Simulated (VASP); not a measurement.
# Si (P6_3/mmc) in VASP: a series of runs, part 2 of 2

VASP 6.6.1. The steps go on from the part before.

## 5. Single point, r2SCAN (strain +0.030 along x and y, +0.030 along z)

Input file POSCAR:

```
Si
1.0
    2.7183707177      0.0000000000      0.0000000000
   -1.3591853589      2.3541780984      0.0000000000
    0.0000000000      0.0000000000      4.6897522617
Si
2
Direct
    0.3333333333      0.6666666667      0.2500000000
    0.6666666667      0.3333333333      0.7500000000
```

Input file INCAR.step1:

```
SYSTEM = Si
PREC = Accurate ; ENCUT = 520
ISMEAR = 0 ; SIGMA = 0.15
LREAL = .FALSE. ; LASPH = .TRUE.
NELM = 100 ; NBANDS = 11
GGA = PE ; ALGO = Normal
EDIFF = 1E-4 ; LWAVE = .TRUE.
LCHARG = .FALSE.
```

Input file INCAR.step2:

```
SYSTEM = Si
PREC = Accurate ; ENCUT = 520
EDIFF = 1E-7 ; ISMEAR = 0
SIGMA = 0.15 ; LREAL = .FALSE.
LASPH = .TRUE. ; NELM = 100
ALGO = Normal ; ISIF = 2
LWAVE = .FALSE. ; LCHARG = .FALSE.
METAGGA = R2SCAN ; LMIXTAU = .TRUE.
NBANDS = 11 ; ISTART = 1
```

Input file KPOINTS:

```
Automatic mesh
0
G
  24 24 14
  0 0 0
```

Potentials or basis: VASP PAW PBE potentials, release 64 (Si).

Command:

```console
$ cat potpaw_PBE.64/Si/POTCAR > POTCAR
$ cp INCAR.step1 INCAR
$ mpirun -np 1 vasp_std > vasp.out
$ cp INCAR.step2 INCAR
$ mpirun -np 1 vasp_std > vasp.out
```

OUTCAR:

```text
SYSTEM = Si
   PREC = Accurate
   ENCUT = 520
   EDIFF = 1E-7
   ISMEAR = 0
   LREAL = .FALSE.
   LASPH = .TRUE.
   NELM = 100
   ISIF = 2
   METAGGA = R2SCAN
   ISTART = 1

 ion  position               nearest neighbor table
   1  0.333  0.667  0.250-   2 2.82   2 2.82   2 2.82   2 2.82   2 2.82   2 2.82
   2  0.667  0.333  0.750-   1 2.82   1 2.82   1 2.82   1 2.82   1 2.82   1 2.82

  LATTYP: Found a hexagonal cell.
 ALAT       =     2.7183707177
 C/A-ratio  =     1.7252070261

  Lattice vectors:

 A1 = (   2.7183707177,   0.0000000000,   0.0000000000)
 A2 = (  -1.3591853589,   2.3541780984,   0.0000000000)
 A3 = (   0.0000000000,   0.0000000000,   4.6897522617)

Analysis of symmetry for initial positions (statically):
=====================================================================
 Subroutine PRICEL returns:
 Original cell was already a primitive cell.

 Routine SETGRP: Setting up the symmetry group for a
 hexagonal supercell.

 Subroutine GETGRP returns: Found 24 space group operations
 (whereof 12 operations were pure point group operations)
 out of a pool of 24 trial point group operations.

The static configuration has the point symmetry D_3d.
[... 174 lines left out ...]
      3       2.3038      2.00000
      4      19.1231      0.00000
      5      19.1231      0.00000
      6      19.8999      0.00000
      7      20.4634      0.00000
      8      20.4634      0.00000
      9      20.7663      0.00000
     10      23.6770      0.00000
     11      24.1246      0.00000
[... 309 lines left out ...]
 k-point    24 :       0.4583    0.0417    0.0000
  band No.  band energies     occupation
      1       0.9891      2.00000
      2       2.2891      2.00000
      3       7.1834      2.00000
      4       7.9957      2.00000
      5       8.3494      2.00000
      6      10.0795      0.00074
      7      12.9544      0.00000
      8      16.9158      0.00000
      9      18.0764      0.00000
     10      20.6812      0.00000
     11      22.5835      0.00000

 [... further k-points ...]

------------------------ aborting loop because EDIFF is reached ----------------------------------------

  FORCE on cell =-STRESS in cart. coord.  units (eV):
  Direction    XX          YY          ZZ          XY          YZ          ZX
  --------------------------------------------------------------------------------------
  -------------------------------------------------------------------------------------
  Total       -1.2324815     -1.2324815     -1.1959329      0.0000000      0.0000000      0.0000000
  in kB      -65.7950321    -65.7950321    -63.8439127      0.0000000      0.0000000      0.0000000
  external PRESSURE =     -65.1446590 kB  Pullay stress =       0.0000000 kB

 VOLUME and BASIS-vectors are now :
 -----------------------------------------------------------------------------
  energy-cutoff  :      520.00
  volume of cell :       30.01
      direct lattice vectors                 reciprocal lattice vectors
     2.718370718  0.000000000  0.000000000     0.367867412  0.212388349  0.000000000
    -1.359185359  2.354178098  0.000000000     0.000000000  0.424776698  0.000000000
     0.000000000  0.000000000  4.689752262     0.000000000  0.000000000  0.213230880

 POSITION                                       TOTAL-FORCE (eV/Angst)
 -----------------------------------------------------------------------------------
     -0.00000      1.56945      1.17244        -0.000000     -0.000000      0.000000
      1.35919      0.78473      3.51731         0.000000      0.000000      0.000000
 -----------------------------------------------------------------------------------
    total drift:                               -0.000000      0.000000     -0.000000

  FREE ENERGIE OF THE ION-ELECTRON SYSTEM (eV)
  ---------------------------------------------------
  free  energy   TOTEN  =       -16.0878225034 eV

  energy  without entropy=      -16.0795352972  energy(sigma->0) =      -16.08367890
```

OSZICAR.step1:

```text
N       E                     dE             d eps       ncg     rms          rms(c)
DAV:   1     0.571872089590E+01    0.57187E+01   -0.34257E+03 10744   0.610E+02
DAV:   2    -0.943512793456E+01   -0.15154E+02   -0.14512E+02 14170   0.833E+01
DAV:   3    -0.986185930197E+01   -0.42673E+00   -0.42226E+00 14046   0.113E+01
DAV:   4    -0.986358687169E+01   -0.17276E-02   -0.17273E-02 12956   0.894E-01
DAV:   5    -0.986359382633E+01   -0.69546E-05   -0.69541E-05 13429   0.527E-02    0.352E+00
DAV:   6    -0.983900994797E+01    0.24584E-01   -0.79540E-03 12333   0.417E-01    0.194E+00
DAV:   7    -0.982536009698E+01    0.13650E-01   -0.15084E-02 11666   0.570E-01    0.144E-01
DAV:   8    -0.982528288067E+01    0.77216E-04   -0.20955E-04 14272   0.988E-02
   1 F= -.98252829E+01 E0= -.98207355E+01  d E =-.909479E-02
```

It took 3.9 min on 1 thread of Intel Xeon Platinum 8488C (Sapphire Rapids), shared host; peak memory 0.24 GiB.

Results:

| Quantity | Value |
| --- | --- |
| Free energy | -16.0878 eV |
| Pressure | -6.5 GPa |
| Band gap on the k mesh | zero (bands 4 and 5 overlap by 13.33 eV) |

Stress tensor (GPa, compression positive):
```
-6.58  0.00  0.00
 0.00 -6.58  0.00
 0.00  0.00 -6.38
```

Levels at points of the mesh, in eV from the Fermi level:
```tsv
k point	band 2	band 3	band 4	band 5	band 6	band 7
(0.00, 0.00, 0.00)	-8.71	-7.42	9.40	9.40	10.18	10.74
(0.50, 0.00, 0.00)	-7.80	-2.21	-1.78	-1.61	0.16	4.00
(0.00, 0.00, 0.50)	-13.27	0.29	0.29	10.68	10.68	10.68
(0.50, 0.00, 0.50)	-6.76	-6.12	-6.12	5.51	5.51	5.59
```

Caveat: the cell differs from its parent crystal (strain +0.030 along x and y, +0.030 along z); the cell stands under tension; the PAW data sets were made with another functional, which shifts forces and pressure a little.

## 6. Overview

```tsv
cell	gap on the mesh (eV)	pressure (GPa)
a = 2.718, b = 2.718, c = 4.553 Å, angles 90.0, 90.0, 120.0°, 2 atoms	none	-4.8
a = 2.679, b = 2.679, c = 4.690 Å, angles 90.0, 90.0, 120.0°, 2 atoms	none	-4.5
a = 2.718, b = 2.718, c = 4.621 Å, angles 90.0, 90.0, 120.0°, 2 atoms	none	-5.7
a = 2.718, b = 2.718, c = 4.690 Å, angles 90.0, 90.0, 120.0°, 2 atoms	none	-6.5
```

Alike in all rows: task single point; level r2SCAN; potentials or basis VASP PAW PBE potentials, release 64 (Si); no spin polarisation; k mesh 24 × 24 × 14; cutoff (eV) 520; smearing gaussian 0.15 eV.

Caveats: the cell stands under tension; the PAW data sets were made with another functional, which shifts forces and pressure a little.

Total energies depend on the potentials used, so only differences within one code and one set of settings carry meaning.
